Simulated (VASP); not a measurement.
# BAs (F-43m) in VASP: a series of runs

Runs on BAs. Level: r2SCAN. Tasks: single point, relaxation of the atoms.

Everything below comes from runs of VASP 6.6.1. Logs are shortened: lines on timing, memory, paths and dates and some standing lists are left out, and cuts for length are marked.

## (1) The cell of the first run

It takes space group F-43m (No. 216, cubic). Conventional cell: a = 4.777 Å, b = 4.777 Å, c = 4.777 Å, α = 90.00°, β = 90.00°, γ = 90.00°. B (site symmetry -43m) has 4 As at 2.07 Å within 2.7 Å. Within 2.7 Å of As (site symmetry -43m) lie 4 B at 2.07 Å.

## (2) Single point, r2SCAN

File POSCAR:

```
BAs
1.0
    0.0000000000      2.3885000000      2.3885000000
    2.3885000000      0.0000000000      2.3885000000
    2.3885000000      2.3885000000      0.0000000000
B As
1 1
Direct
    0.0000000000      0.0000000000      0.0000000000
    0.2500000000      0.2500000000      0.2500000000
```

File INCAR.step1:

```
  ALGO = Normal
  EDIFF = 1E-4
  ENCUT = 520
  GGA = PE
  ISMEAR = -1
  LASPH = True
  LCHARG = False
  LREAL = False
  LWAVE = True
  NBANDS = 11
  NELM = 80
  PREC = Accurate
  SIGMA = 0.05
```

File INCAR.step2:

```
  ALGO = Normal
  EDIFF = 1E-7
  ENCUT = 520
  ISIF = 2
  ISMEAR = -1
  ISTART = 1
  LASPH = True
  LCHARG = True
  LELF = True
  LMIXTAU = True
  LREAL = False
  LVHAR = True
  LWAVE = False
  METAGGA = R2SCAN
  NBANDS = 11
  NELM = 80
  PREC = Accurate
  SIGMA = 0.05
```

File KPOINTS:

```
k-points
0
Gamma
  13 13 13
```

Potentials or basis: VASP PAW PBE potentials, release 64 (B, As).

The run is started by

```console
> cat potpaw_PBE.64/B/POTCAR potpaw_PBE.64/As/POTCAR > POTCAR
> cp INCAR.step1 INCAR
> mpirun -np 1 vasp_std > vasp.out
> cp INCAR.step2 INCAR
> mpirun -np 1 vasp_std > vasp.out
```

OUTCAR:

```text
EDIFF = 1E-7
   ENCUT = 520
   ISIF = 2
   ISMEAR = -1
   ISTART = 1
   LASPH = True
   LREAL = False
   METAGGA = R2SCAN
   NELM = 80
   PREC = Accurate

 ion  position               nearest neighbor table
   1  0.000  0.000  0.000-   2 2.07   2 2.07   2 2.07   2 2.07
   2  0.250  0.250  0.250-   1 2.07   1 2.07   1 2.07   1 2.07

  LATTYP: Found a face centered cubic cell.
 ALAT       =     4.7770000000

  Lattice vectors:

 A1 = (   0.0000000000,   2.3885000000,   2.3885000000)
 A2 = (   2.3885000000,   0.0000000000,   2.3885000000)
 A3 = (   2.3885000000,   2.3885000000,   0.0000000000)

Analysis of symmetry for initial positions (statically):
=====================================================================
 Subroutine PRICEL returns:
 Original cell was already a primitive cell.

 Routine SETGRP: Setting up the symmetry group for a
 face centered cubic supercell.

 Subroutine GETGRP returns: Found 24 space group operations
 (whereof 24 operations were pure point group operations)
 out of a pool of 48 trial point group operations.

The static configuration has the point symmetry T_d .

Analysis of symmetry for dynamics (positions and initial velocities):
=====================================================================
 Subroutine PRICEL returns:
 Original cell was already a primitive cell.

 Routine SETGRP: Setting up the symmetry group for a
 face centered cubic supercell.

 Subroutine GETGRP returns: Found 24 space group operations
 (whereof 24 operations were pure point group operations)
 out of a pool of 48 trial point group operations.

The dynamic configuration has the point symmetry T_d .

 Subroutine INISYM returns: Found 24 space group operations
 (whereof 24 operations are pure point group operations),
 and found     1 'primitive' translations

----------------------------------------------------------------------------------------

                                     Primitive cell

  volume of cell :      27.2525

  direct lattice vectors                    reciprocal lattice vectors
     0.000000000  2.388500000  2.388500000    -0.209336404  0.209336404  0.209336404
     2.388500000  0.000000000  2.388500000     0.209336404 -0.209336404  0.209336404
     2.388500000  2.388500000  0.000000000     0.209336404  0.209336404 -0.209336404

  length of vectors
     3.377849094  3.377849094  3.377849094     0.362581287  0.362581287  0.362581287

  position of ions in fractional coordinates (direct lattice)
     0.000000000  0.000000000  0.000000000
     0.250000000  0.250000000  0.250000000

  ion indices of the primitive-cell ions
   primitive index   ion index
                 1           1
                 2           2

----------------------------------------------------------------------------------------

 KPOINTS: k-points

Automatic generation of k-mesh.
 Grid dimensions read from file:
 generate k-points for:   13   13   13

 Generating k-lattice:

  Cartesian coordinates                     Fractional coordinates (reciprocal lattice)
    -0.016102800  0.016102800  0.016102800     0.076923077  0.000000000  0.000000000
     0.016102800 -0.016102800  0.016102800     0.000000000  0.076923077  0.000000000
     0.016102800  0.016102800 -0.016102800     0.000000000  0.000000000  0.076923077

  Length of vectors
     0.027890868  0.027890868  0.027890868

  Shift w.r.t. Gamma in fractional coordinates (k-lattice)
     0.000000000  0.000000000  0.000000000

 Subroutine IBZKPT returns following result:
 ===========================================

 Found     84 irreducible k-points:

 Following reciprocal coordinates:
            Coordinates               Weight
  0.000000  0.000000  0.000000      1.000000
  0.076923  0.000000  0.000000      8.000000
  0.153846  0.000000  0.000000      8.000000
  0.230769  0.000000  0.000000      8.000000
  0.307692  0.000000  0.000000      8.000000
  0.384615  0.000000  0.000000      8.000000
[... 16 lines left out ...]
  0.384615  0.153846  0.000000     24.000000
  0.461538  0.153846  0.000000     24.000000
 [... further k-points ...]
   k-points           NKPTS =     84   k-points in BZ     NKDIM =     84   number of bands    NBANDS=     11
   number of dos      NEDOS =    301   number of ions     NIONS =      2
   total plane-waves  NPLWV =  21952
   dimension x,y,z NGX =    28 NGY =   28 NGZ =   28
   dimension x,y,z NGXF=    56 NGYF=   56 NGZF=   56
   ions per type =               1   1
   NGX,Y,Z   is equivalent  to a cutoff of  13.78, 13.78, 13.78 a.u.
   NGXF,Y,Z  is equivalent  to a cutoff of  27.56, 27.56, 27.56 a.u.
 SYSTEM =  unknown system
   PREC   = accura    normal or accurate (medium, high low for compatibility)
   ISTART =      1    job   : 0-new  1-cont  2-samecut
   ICHARG =      0    charge: 1-file 2-atom 10-const
   ISPIN  =      1    spin polarized calculation?
   LNONCOLLINEAR =      F non collinear calculations
   LSORBIT =      F    spin-orbit coupling
   LASPH  =      T    aspherical Exc in radial PAW
   ENCUT  =  520.0 eV  38.22 Ry    6.18 a.u.   6.28  6.28  6.28*2*pi/ulx,y,z
   NELM   =     80;   NELMIN=  2; NELMDL=  0     # of ELM steps
   EDIFF  = 0.1E-06   stopping-criterion for ELM
   LREAL  =      F    real-space projection
   EDIFFG = 0.1E-05   stopping-criterion for IOM
   NSW    =      0    number of steps for IOM
   IBRION =     -1    ionic relax: 0-MD 1-quasi-New 2-CG
   NFREE  =      0    steps in history (QN), initial steepest desc. (CG)
   ISIF   =      2    stress and relaxation
   ISYM   =      2    0-nonsym 1-usesym 2-fastsym
   POTIM  = 0.5000    time-step for ionic-motion
   TEBEG  =    0.0;   TEEND  =   0.0 temperature during run
   PSTRESS=    0.0 pullay stress
   NELECT =       8.0000    total number of electrons
   NUPDOWN=      -1.0000    fix difference up-down
   EMIN   =  10.00;   EMAX   =-10.00  energy-range for DOS
   EFERMI =   0.00;   METHOD = LEGACY
   ISMEAR =    -1;   SIGMA  =   0.05  broadening in eV -4-tet -1-fermi 0-gaus
   EFERMI_NEDOS =   21; number of points for ismear=-14 and -15
   IALGO  =     38    algorithm
   IMIX   =      4    mixing-type and parameters
     AMIX     =   0.40;   BMIX     =  1.00
     AMIX_MAG =   1.60;   BMIX_MAG =  1.00
  volume/ion in A,a.u.               =      13.63        91.95
  Fermi-wavevector in a.u.,A,eV,Ry     =   1.088018  2.056057 16.106360  1.183784
  Thomas-Fermi vector in A             =   2.224191
   LORBIT       =      0    0 simple, 1 ext, 2 COOP (PROOUT), +10 PAW based schemes
   METAGGA = R2SCAN    functional components
   LHFCALC =     F    Hartree Fock is set to
   AEXX    =    0.0000 exact exchange contribution
   IVDW    =     0    specifies the selected vdW correction
   LEPSILON=     F    determine dielectric tensor
   LRPA    =     F    only Hartree local field effects (RPA)
 non-spin polarized calculation
  energy-cutoff  :      520.00
  volume of cell :       27.25
 maximum number of plane-waves:       748
 NGX is ok and might be reduce to    28
   NGX = 13   NGY = 13   NGZ = 13

 number of electron       8.0000000 magnetization

 Free energy of the ion-electron system (eV)
  ---------------------------------------------------
  ext. energy  EPLUGINS =         0.00000000
  ---------------------------------------------------
  free energy    TOTEN  =       -22.25601580 eV

  energy without entropy =      -22.25601580  energy(sigma->0) =      -22.25601580

 E-fermi :   6.6936     XC(G=0): -11.1334

 val. band max:        6.0236080008   @ k =   0.0000   0.0000   0.0000
 cond. band min:       7.3972859609   @ k =   0.3846   0.3846   0.0000
 fundamental gap:      1.3736779601
 Fermi energy:         6.6936093708

 k-point     1 :       0.0000    0.0000    0.0000
  band No.  band energies     occupation
      1     -10.1347      2.00000
      2       6.0236      2.00000
      3       6.0236      2.00000
      4       6.0236      2.00000
      5       9.4691      0.00000
      6       9.4691      0.00000
      7       9.4691      0.00000
      8      11.1759      0.00000
      9      16.4026      0.00000
     10      19.4644      0.00000
     11      19.4644      0.00000

 k-point     2 :       0.0769    0.0000    0.0000
  band No.  band energies     occupation
      1     -10.0325      2.00000
      2       5.0658      2.00000
      3       5.8216      2.00000
      4       5.8216      2.00000
      5       9.6780      0.00000
      6       9.7348      0.00000
      7       9.7348      0.00000
      8      11.7089      0.00000
      9      16.8049      0.00000
     10      18.7291      0.00000
     11      18.7291      0.00000

 k-point     3 :       0.1538    0.0000    0.0000
  band No.  band energies     occupation
      1      -9.7286      2.00000
      2       3.2353      2.00000
      3       5.3777      2.00000
      4       5.3777      2.00000
      5       9.6420      0.00000
      6      10.3151      0.00000
      7      10.3151      0.00000
      8      12.9830      0.00000
      9      17.7121      0.00000
     10      17.9299      0.00000
     11      17.9299      0.00000

 k-point     4 :       0.2308    0.0000    0.0000
  band No.  band energies     occupation
      1      -9.2334      2.00000
      2       1.3003      2.00000
      3       4.9078      2.00000
      4       4.9078      2.00000
      5       9.4376      0.00000
      6      10.8453      0.00000
      7      10.8453      0.00000
      8      14.2817      0.00000
      9      17.7295      0.00000
     10      17.7295      0.00000
     11      18.1029      0.00000
[... 239 lines left out ...]
 k-point    22 :       0.3077    0.1538    0.0000
  band No.  band energies     occupation
      1      -8.6755      2.00000
      2       0.7248      2.00000
      3       3.5392      2.00000
      4       3.5818      2.00000
      5       9.0389      0.00000
      6      11.6172      0.00000
      7      12.8696      0.00000
      8      12.8948      0.00000
      9      17.5333      0.00000
     10      19.9414      0.00000
     11      20.1798      0.00000

 k-point    23 :       0.3846    0.1538    0.0000
  band No.  band energies     occupation
      1      -7.9814      2.00000
      2      -0.9019      2.00000
      3       3.0387      2.00000
      4       3.3430      2.00000
      5       9.2828      0.00000
      6      11.7560      0.00000
      7      12.9182      0.00000
      8      13.3673      0.00000
      9      18.3742      0.00000
     10      20.2704      0.00000
     11      21.0077      0.00000

 k-point    24 :       0.4615    0.1538    0.0000
  band No.  band energies     occupation
      1      -7.2508      2.00000
      2      -2.2404      2.00000
      3       2.5654      2.00000
      4       3.3203      2.00000
      5       9.3782      0.00000
      6      11.7561      0.00000
      7      12.6907      0.00000
      8      14.5062      0.00000
      9      18.5242      0.00000
     10      21.0049      0.00000
     11      21.8723      0.00000

 [... further k-points ...]
[... 5 lines left out ...]
  --------------------------------------------------------------------------------------
  -------------------------------------------------------------------------------------
  Total        0.1473452      0.1473452      0.1473452      0.0000000     -0.0000000      0.0000000
  in kB        8.6624541      8.6624541      8.6624541      0.0000000     -0.0000000      0.0000000
  external PRESSURE =       8.6624541 kB  Pullay stress =       0.0000000 kB

 VOLUME and BASIS-vectors are now :
 -----------------------------------------------------------------------------
  energy-cutoff  :      520.00
  volume of cell :       27.25
      direct lattice vectors                 reciprocal lattice vectors
     0.000000000  2.388500000  2.388500000    -0.209336404  0.209336404  0.209336404
     2.388500000  0.000000000  2.388500000     0.209336404 -0.209336404  0.209336404
     2.388500000  2.388500000  0.000000000     0.209336404  0.209336404 -0.209336404

 POSITION                                       TOTAL-FORCE (eV/Angst)
 -----------------------------------------------------------------------------------
      0.00000      0.00000      0.00000         0.000000      0.000000      0.000000
      1.19425      1.19425      1.19425        -0.000000     -0.000000     -0.000000
 -----------------------------------------------------------------------------------
    total drift:                               -0.000000     -0.000000     -0.000000

  FREE ENERGIE OF THE ION-ELECTRON SYSTEM (eV)
  ---------------------------------------------------
  free  energy   TOTEN  =       -22.2560158034 eV

  energy  without entropy=      -22.2560157959  energy(sigma->0) =      -22.25601580
```

Run time: 94 s. Hardware: 1 thread of AMD EPYC 9R45 (Zen 5), shared host; peak memory 0.15 GiB.

What came out:

| Quantity | Value |
| --- | --- |
| Free energy | -22.2560 eV |
| Pressure | 0.9 GPa |
| Band gap on the k mesh | 1.37 eV, indirect (least direct gap 3.45 eV) |

Caveat: the PAW data sets were made with another functional, which shifts forces and pressure a little.

## (3) Relaxation of the atoms, r2SCAN

This run uses another cell than the first one, of 6.13 Å³/atom, 0.450 times its volume.

File POSCAR:

```
BAs
1.0
    0.0000000000      1.8303300793      1.8303300793
    1.8303300793      0.0000000000      1.8303300793
    1.8303300793      1.8303300793      0.0000000000
B As
1 1
Direct
    0.0000000000      0.0000000000      0.0000000000
    0.2500000000      0.2500000000      0.2500000000
```

File INCAR.step1:

```
SYSTEM = BAs
PREC = Accurate
ENCUT = 520
ISMEAR = -1
SIGMA = 0.05
LREAL = .FALSE.
LASPH = .TRUE.
NELM = 80
GGA = PE
ALGO = Normal
EDIFF = 1E-4
LWAVE = .TRUE.
LCHARG = .FALSE.
```

File INCAR.step2:

```
SYSTEM = BAs
PREC = Accurate
ENCUT = 520
EDIFF = 1E-7
ISMEAR = -1
SIGMA = 0.05
LREAL = .FALSE.
LASPH = .TRUE.
NELM = 80
ALGO = Normal
ISIF = 2
LWAVE = .FALSE.
LCHARG = .FALSE.
METAGGA = R2SCAN
LMIXTAU = .TRUE.
IBRION = 2
NSW = 50
EDIFFG = -0.01
ISTART = 1
```

File KPOINTS:

```
Automatic mesh
0
G
  13 13 13
  0 0 0
```

Potentials or basis: VASP PAW PBE potentials, release 64 (B, As).

The run is started by

```console
> cat potpaw_PBE.64/B/POTCAR potpaw_PBE.64/As/POTCAR > POTCAR
> cp INCAR.step1 INCAR
> mpirun -np 1 vasp_std > vasp.out
> cp INCAR.step2 INCAR
> mpirun -np 1 vasp_std > vasp.out
```

Wall time 34 s (1 thread of AMD EPYC 9R45 (Zen 5), shared host); peak memory 0.1 GiB.

It converged, with:

```yaml
Free_energy: -8.8270 eV
Pressure_after_relaxing: 548.2 GPa
Band_gap_on_the_k_mesh: 0.46 eV, indirect (least direct gap 5.47 eV)
```

Final structure:
```
B As
1.0
     0.00000    1.83033    1.83033
     1.83033    0.00000    1.83033
     1.83033    1.83033    0.00000
B As
1 1
Direct
  0.00000 0.00000 0.00000
  0.25000 0.25000 0.25000
```

Levels at points of the mesh, in eV from the valence-band top:
```csv
k point,band 1,band 2,band 3,band 4,band 5,band 6,band 7,band 8
"(0.00, 0.00, 0.00)",-26.48,0.00,0.00,0.00,5.80,5.80,5.80,13.67
```

Caveat: the relaxation stopped at its first step, so nothing moved; the PAW data sets were made with another functional, which shifts forces and pressure a little. r2SCAN opens gaps a little over a GGA but as a rule still falls short of measured ones.
